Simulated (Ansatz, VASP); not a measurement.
**Ca2Sn2N in VASP and in Ansatz**

```
CELL_PARAMETERS angstrom
-2.51821 2.51821 4.40306
2.51821 -2.51821 4.40306
2.51821 2.51821 -4.40306
ATOMIC_POSITIONS crystal
Ca 0.00000 0.50000 0.50000
Ca 0.50000 0.00000 0.50000
Sn 0.24735 0.24735 0.00000
Sn 0.75265 0.75265 0.00000
N 0.50000 0.50000 0.00000
```

Alike in both runs: functional PBE; k mesh 10 × 10 × 10; occupations gaussian, width 0.1 eV; no spin polarisation.

Ansatz relaxed the structure, and its values are those at the end. VASP's run is a single point on that final structure, the one shown.

|  | VASP | Ansatz |
| --- | --- | --- |
| version | VASP 6.6.1 | Ansatz 0.2.0 |
| potentials or method | VASP PAW PBE potentials, release 64 (Ca_sv, Sn_d, N), cutoff 520 eV | scalar-relativistic, plane waves, PAW |
| valence electrons in the cell | 53 | 53 |

|  | VASP | Ansatz | Ansatz less VASP |
| --- | --- | --- | --- |
| gap on the k mesh at the Fermi level (eV) | none | none | - |
| pressure (GPa) | 0.1 | 0.0 | -0.13 |
| rms of the force components (eV/Å) | 0.004 | 0.000 | -0.0041 |

A gap of «none» marks a metal or a gap that the smearing closes. The functional is the same, so the differences come from potentials, cutoffs and numerics.
